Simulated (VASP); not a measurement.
# GaN (P6_3mc) in VASP: further runs

GaN is run at these levels: PBE; tasks: single point.

Program: VASP 6.6.1. These are calculated values, not measurements. Logs are shortened: lines on timing, memory, paths and dates and some standing lists are left out, and cuts for length are marked.

### 1 The cell of the first run

It takes space group P6_3mc (No. 186, hexagonal). Conventional cell: a = 3.180 Å, b = 3.180 Å, c = 5.166 Å, α = 90.00°, β = 90.00°, γ = 120.00°. Within 2.6 Å of Ga (site symmetry 3m) lie 4 N at 1.94 to 1.95 Å. N (site symmetry 3m) has 4 Ga at 1.94 to 1.95 Å within 2.6 Å.

### 2 Single point, PBE

The input, INCAR:

```
SYSTEM = GaN
  PREC = Accurate
  ENCUT = 520
  EDIFF = 1E-6
  ISMEAR = 0
  SIGMA = 0.01
  LREAL = .False.
  LASPH = .True.
  NELM = 60
  ALGO = Normal
  ISIF = 2
  LWAVE = .False.
  LCHARG = .True.
  GGA = PE
  LELF = .True.
  LVHAR = .True.
  NBANDS = 26
```

The input, KPOINTS:

```
Automatic mesh
0
Gamma
  8 8 5
  0 0 0
```

The input, POSCAR:

```
GaN
1.0
    3.1800000000      0.0000000000      0.0000000000
   -1.5900000000      2.7539610000      0.0000000000
    0.0000000000      0.0000000000      5.1660000000
Ga N
2 2
Direct
    0.3333333333      0.6666666667      0.0000000000
    0.6666666667      0.3333333333      0.5000000000
    0.3333333333      0.6666666667      0.3750000000
    0.6666666667      0.3333333333      0.8750000000
```

Potentials or basis: VASP PAW PBE potentials, release 64 (Ga_d, N).

Launch:

```console
> cat potpaw_PBE.64/Ga_d/POTCAR potpaw_PBE.64/N/POTCAR > POTCAR
> mpirun -np 1 vasp_std > vasp.out
```

OUTCAR:

```text
SYSTEM = GaN
   PREC = Accurate
   ENCUT = 520
   EDIFF = 1E-6
   ISMEAR = 0
   LREAL = .False.
   LASPH = .True.
   NELM = 60
   ISIF = 2
   GGA = PE

 ion  position               nearest neighbor table
   1  0.333  0.667  0.000-   3 1.94   4 1.95   4 1.95   4 1.95
   2  0.667  0.333  0.500-   4 1.94   3 1.95   3 1.95   3 1.95
   3  0.333  0.667  0.375-   1 1.94   2 1.95   2 1.95   2 1.95
   4  0.667  0.333  0.875-   2 1.94   1 1.95   1 1.95   1 1.95

  LATTYP: Found a hexagonal cell.
 ALAT       =     3.1800000000
 C/A-ratio  =     1.6245283019

  Lattice vectors:

 A1 = (   3.1800000000,   0.0000000000,   0.0000000000)
 A2 = (  -1.5900000000,   2.7539610000,   0.0000000000)
 A3 = (   0.0000000000,   0.0000000000,   5.1660000000)

Analysis of symmetry for initial positions (statically):
=====================================================================
 Subroutine PRICEL returns:
 Original cell was already a primitive cell.

 Routine SETGRP: Setting up the symmetry group for a
 hexagonal supercell.

 Subroutine GETGRP returns: Found 12 space group operations
 (whereof  6 operations were pure point group operations)
 out of a pool of 24 trial point group operations.

The static configuration has the point symmetry C_3v.
 The point group associated with its full space group is C_6v.

Analysis of symmetry for dynamics (positions and initial velocities):
=====================================================================
 Subroutine PRICEL returns:
 Original cell was already a primitive cell.

 Routine SETGRP: Setting up the symmetry group for a
 hexagonal supercell.

 Subroutine GETGRP returns: Found 12 space group operations
 (whereof  6 operations were pure point group operations)
 out of a pool of 24 trial point group operations.

The dynamic configuration has the point symmetry C_3v.
 The point group associated with its full space group is C_6v.

 Subroutine INISYM returns: Found 12 space group operations
 (whereof  6 operations are pure point group operations),
 and found     1 'primitive' translations

----------------------------------------------------------------------------------------

                                     Primitive cell

  volume of cell :      45.2417

  direct lattice vectors                    reciprocal lattice vectors
     3.180000000  0.000000000  0.000000000     0.314465409  0.181556674  0.000000000
    -1.590000000  2.753961000  0.000000000     0.000000000  0.363113348  0.000000000
     0.000000000  0.000000000  5.166000000     0.000000000  0.000000000  0.193573364

  length of vectors
     3.180000000  3.180000187  5.166000000     0.363113370  0.363113348  0.193573364

  position of ions in fractional coordinates (direct lattice)
     0.333333333  0.666666667  0.000000000
     0.666666667  0.333333333  0.500000000
     0.333333333  0.666666667  0.375000000
     0.666666667  0.333333333  0.875000000

  ion indices of the primitive-cell ions
   primitive index   ion index
                 1           1
                 2           2
                 3           3
                 4           4

----------------------------------------------------------------------------------------

 KPOINTS: Automatic mesh

Automatic generation of k-mesh.
 Grid dimensions read from file:
 generate k-points for:    8    8    5

 Generating k-lattice:

  Cartesian coordinates                     Fractional coordinates (reciprocal lattice)
     0.039308176  0.022694584  0.000000000     0.125000000  0.000000000  0.000000000
     0.000000000  0.045389169  0.000000000     0.000000000  0.125000000  0.000000000
     0.000000000  0.000000000  0.038714673     0.000000000  0.000000000  0.200000000

  Length of vectors
     0.045389171  0.045389169  0.038714673

  Shift w.r.t. Gamma in fractional coordinates (k-lattice)
     0.000000000  0.000000000  0.000000000

 Subroutine IBZKPT returns following result:
 ===========================================

 Found     30 irreducible k-points:

 Following reciprocal coordinates:
            Coordinates               Weight
  0.000000  0.000000  0.000000      1.000000
  0.125000  0.000000  0.000000      6.000000
  0.250000  0.000000  0.000000      6.000000
  0.375000  0.000000  0.000000      6.000000
  0.500000  0.000000  0.000000      3.000000
  0.125000  0.125000  0.000000      6.000000
[... 16 lines left out ...]
  0.250000  0.000000  0.400000     12.000000
  0.375000  0.000000  0.400000     12.000000
 [... further k-points ...]
   k-points           NKPTS =     30   k-points in BZ     NKDIM =     30   number of bands    NBANDS=     26
   number of dos      NEDOS =    301   number of ions     NIONS =      4
   total plane-waves  NPLWV =  23040
   dimension x,y,z NGX =    24 NGY =   24 NGZ =   40
   dimension x,y,z NGXF=    48 NGYF=   48 NGZF=   80
   ions per type =               2   2
   NGX,Y,Z   is equivalent  to a cutoff of  12.55, 12.55, 12.87 a.u.
   NGXF,Y,Z  is equivalent  to a cutoff of  25.09, 25.09, 25.74 a.u.
 SYSTEM =  GaN
   PREC   = accura    normal or accurate (medium, high low for compatibility)
   ISTART =      0    job   : 0-new  1-cont  2-samecut
   ICHARG =      2    charge: 1-file 2-atom 10-const
   ISPIN  =      1    spin polarized calculation?
   LNONCOLLINEAR =      F non collinear calculations
   LSORBIT =      F    spin-orbit coupling
   LASPH  =      T    aspherical Exc in radial PAW
   ENCUT  =  520.0 eV  38.22 Ry    6.18 a.u.   5.91  5.91  9.61*2*pi/ulx,y,z
   NELM   =     60;   NELMIN=  2; NELMDL= -5     # of ELM steps
   EDIFF  = 0.1E-05   stopping-criterion for ELM
   LREAL  =      F    real-space projection
   EDIFFG = 0.1E-04   stopping-criterion for IOM
   NSW    =      0    number of steps for IOM
   IBRION =     -1    ionic relax: 0-MD 1-quasi-New 2-CG
   NFREE  =      0    steps in history (QN), initial steepest desc. (CG)
   ISIF   =      2    stress and relaxation
   ISYM   =      2    0-nonsym 1-usesym 2-fastsym
   POTIM  = 0.5000    time-step for ionic-motion
   TEBEG  =    0.0;   TEEND  =   0.0 temperature during run
   PSTRESS=    0.0 pullay stress
   NELECT =      36.0000    total number of electrons
   NUPDOWN=      -1.0000    fix difference up-down
   EMIN   =  10.00;   EMAX   =-10.00  energy-range for DOS
   EFERMI =   0.00;   METHOD = LEGACY
   ISMEAR =     0;   SIGMA  =   0.01  broadening in eV -4-tet -1-fermi 0-gaus
   EFERMI_NEDOS =   21; number of points for ismear=-14 and -15
   IALGO  =     38    algorithm
   IMIX   =      4    mixing-type and parameters
     AMIX     =   0.40;   BMIX     =  1.00
     AMIX_MAG =   1.60;   BMIX_MAG =  1.00
  volume/ion in A,a.u.               =      11.31        76.33
  Fermi-wavevector in a.u.,A,eV,Ry     =   1.517036  2.866782 31.312425  2.301398
  Thomas-Fermi vector in A             =   2.626345
   LORBIT       =      0    0 simple, 1 ext, 2 COOP (PROOUT), +10 PAW based schemes
   GGA     = PE    functional components
   LHFCALC =     F    Hartree Fock is set to
   AEXX    =    0.0000 exact exchange contribution
   IVDW    =     0    specifies the selected vdW correction
   LEPSILON=     F    determine dielectric tensor
   LRPA    =     F    only Hartree local field effects (RPA)
 non-spin polarized calculation
 Gauss-broadening in eV      SIGMA  =   0.01
  energy-cutoff  :      520.00
  volume of cell :       45.24
 maximum number of plane-waves:      1236
 NGX is ok and might be reduce to    24
   NGX = 11   NGY = 11   NGZ = 19

 number of electron      36.0000002 magnetization

 Free energy of the ion-electron system (eV)
  ---------------------------------------------------
  ext. energy  EPLUGINS =         0.00000000
  ---------------------------------------------------
  free energy    TOTEN  =       -24.28463412 eV

  energy without entropy =      -24.28463412  energy(sigma->0) =      -24.28463412

 E-fermi :   5.4808     XC(G=0): -11.7221

 val. band max:        5.4324813185   @ k =   0.0000   0.0000   0.0000
 cond. band min:       7.4051206491   @ k =   0.0000   0.0000   0.0000
 fundamental gap:      1.9726393306
 Fermi energy:         5.4807581671

 k-point     1 :       0.0000    0.0000    0.0000
  band No.  band energies     occupation
      1     -10.6377      2.00000
      2      -9.6778      2.00000
      3      -8.0238      2.00000
      4      -8.0024      2.00000
      5      -8.0024      2.00000
      6      -7.9379      2.00000
[... 18 lines left out ...]
     25      17.2023      0.00000
     26      17.2023      0.00000

 k-point     2 :       0.1250    0.0000    0.0000
  band No.  band energies     occupation
      1     -10.4856      2.00000
      2      -9.6398      2.00000
      3      -8.0041      2.00000
      4      -7.9810      2.00000
      5      -7.9573      2.00000
      6      -7.9183      2.00000
[... 18 lines left out ...]
     25      16.7880      0.00000
     26      17.5206      0.00000

 k-point     3 :       0.2500    0.0000    0.0000
  band No.  band energies     occupation
      1     -10.1254      2.00000
      2      -9.5670      2.00000
      3      -7.9642      2.00000
      4      -7.9435      2.00000
      5      -7.8814      2.00000
      6      -7.8340      2.00000
[... 18 lines left out ...]
     25      16.9451      0.00000
     26      18.2078      0.00000

 k-point     4 :       0.3750    0.0000    0.0000
  band No.  band energies     occupation
      1      -9.8077      2.00000
      2      -9.5204      2.00000
      3      -7.9505      2.00000
      4      -7.9297      2.00000
      5      -7.8441      2.00000
      6      -7.7834      2.00000
[... 18 lines left out ...]
     25      17.3889      0.00000
     26      18.8212      0.00000
[... 496 lines left out ...]
      1     -10.1045      2.00000
      2      -9.8305      2.00000
      3      -7.9759      2.00000
      4      -7.9638      2.00000
      5      -7.9544      2.00000
      6      -7.9409      2.00000
[... 18 lines left out ...]
     25      16.0469      0.00000
     26      16.5630      0.00000

 k-point    23 :       0.2500    0.0000    0.4000
  band No.  band energies     occupation
      1      -9.8490      2.00000
      2      -9.6733      2.00000
      3      -7.9528      2.00000
      4      -7.9254      2.00000
      5      -7.9078      2.00000
      6      -7.8738      2.00000
[... 18 lines left out ...]
     25      16.7752      0.00000
     26      17.3885      0.00000

 k-point    24 :       0.3750    0.0000    0.4000
  band No.  band energies     occupation
      1      -9.6487      2.00000
      2      -9.5602      2.00000
      3      -7.9606      2.00000
      4      -7.9260      2.00000
      5      -7.8686      2.00000
      6      -7.8156      2.00000
[... 18 lines left out ...]
     25      17.0914      0.00000
     26      18.0479      0.00000

 [... further k-points ...]
[... 5 lines left out ...]
  --------------------------------------------------------------------------------------
  -------------------------------------------------------------------------------------
  Total        1.8722074      1.8722077      2.4837408      0.0000000      0.0000000      0.0000000
  in kB       66.3017857     66.3017961     87.9584473      0.0000000      0.0000000      0.0000000
  external PRESSURE =      73.5206763 kB  Pullay stress =       0.0000000 kB

 VOLUME and BASIS-vectors are now :
 -----------------------------------------------------------------------------
  energy-cutoff  :      520.00
  volume of cell :       45.24
      direct lattice vectors                 reciprocal lattice vectors
     3.180000000  0.000000000  0.000000000     0.314465409  0.181556674  0.000000000
    -1.590000000  2.753961000  0.000000000     0.000000000  0.363113348  0.000000000
     0.000000000  0.000000000  5.166000000     0.000000000  0.000000000  0.193573364

 POSITION                                       TOTAL-FORCE (eV/Angst)
 -----------------------------------------------------------------------------------
     -0.00000      1.83597      0.00000        -0.000000     -0.000000     -0.134676
      1.59000      0.91799      2.58300         0.000000      0.000000     -0.134676
     -0.00000      1.83597      1.93725         0.000000     -0.000000      0.134676
      1.59000      0.91799      4.52025        -0.000000      0.000000      0.134676
 -----------------------------------------------------------------------------------
    total drift:                               -0.000001     -0.000001     -0.000241

  FREE ENERGIE OF THE ION-ELECTRON SYSTEM (eV)
  ---------------------------------------------------
  free  energy   TOTEN  =       -24.2846341182 eV

  energy  without entropy=      -24.2846341182  energy(sigma->0) =      -24.28463412
```

It took 34 s on 1 thread of Intel Xeon Platinum 8259CL at 2.50GHz (Skylake/Cascade Lake), shared host; peak memory 0.17 GiB.

Results:

```
Free energy            : -24.2846 eV
Pressure               : 7.4 GPa
Largest force          : 0.135 eV/Å
Band gap on the k mesh : 1.97 eV, direct
```

Forces on the atoms (eV/Å):
```
Ga   0.000  0.000 -0.135
Ga   0.000  0.000 -0.135
N    0.000  0.000  0.135
N    0.000  0.000  0.135
```

Levels at points of the mesh, in eV from the valence-band top:
```
           k point  band 16  band 17  band 18  band 19  band 20  band 21
(0.00, 0.00, 0.00)    -0.06     0.00     0.00     1.97     4.30     9.26
(0.50, 0.00, 0.00)    -2.78    -2.26    -0.99     5.08     5.61     6.08
```

PBE gaps usually lie below the measured ones, often by a third to a half.

### 3 Single point, PBE

The input, INCAR:

```
SYSTEM = GaN
ALGO = Normal
EDIFF = 1E-6
ENCUT = 520
GGA = PE
ISIF = 2
ISMEAR = 0
LASPH = .True.
LCHARG = .True.
LELF = .True.
LREAL = .False.
LVHAR = .True.
LWAVE = .False.
NBANDS = 26
NELM = 80
PREC = Accurate
SIGMA = 0.01
```

The input, KPOINTS:

```
k-points
0
Gamma
  10 10 6
  0 0 0
```

POSCAR is that of step 2.

Potentials or basis: VASP PAW PBE potentials, release 64 (Ga_d, N).

Launch:

```console
> cat potpaw_PBE.64/Ga_d/POTCAR potpaw_PBE.64/N/POTCAR > POTCAR
> mpirun -np 1 vasp_std > vasp.out
```

It took 63 s on 1 thread of Intel Xeon Platinum 8259CL at 2.50GHz (Skylake/Cascade Lake), shared host; peak memory 0.19 GiB.

The run converged. Its results:

| Item | Value |
| --- | --- |
| Free energy | -24.2851 eV |
| Pressure | 7.4 GPa |
| Largest force | 0.135 eV/Å |
| Band gap on the k mesh | 1.97 eV, direct |

Forces on the atoms (eV/Å):
```
Ga   0.000  0.000 -0.135
Ga   0.000  0.000 -0.135
N    0.000  0.000  0.135
N    0.000  0.000  0.135
```

Stress tensor (GPa, compression positive):
```
6.63 0.00 0.00
0.00 6.63 0.00
0.00 0.00 8.80
```

Levels at points of the mesh, in eV from the valence-band top:
```tsv
k point	band 14	band 15	band 16	band 17	band 18	band 19	band 20	band 21	band 22	band 23
(0.00, 0.00, 0.00)	-1.06	-1.06	-0.06	0.00	0.00	1.97	4.30	9.26	9.92	9.92
(0.50, 0.00, 0.00)	-5.29	-4.27	-2.78	-2.26	-0.99	5.08	5.61	6.08	8.67	10.39
(0.00, 0.00, 0.50)	-3.87	-0.54	-0.54	-0.54	-0.54	4.29	4.29	8.54	8.54	10.44
(0.50, 0.00, 0.50)	-6.64	-1.96	-1.96	-1.93	-1.93	4.43	4.43	7.84	7.84	10.03
```
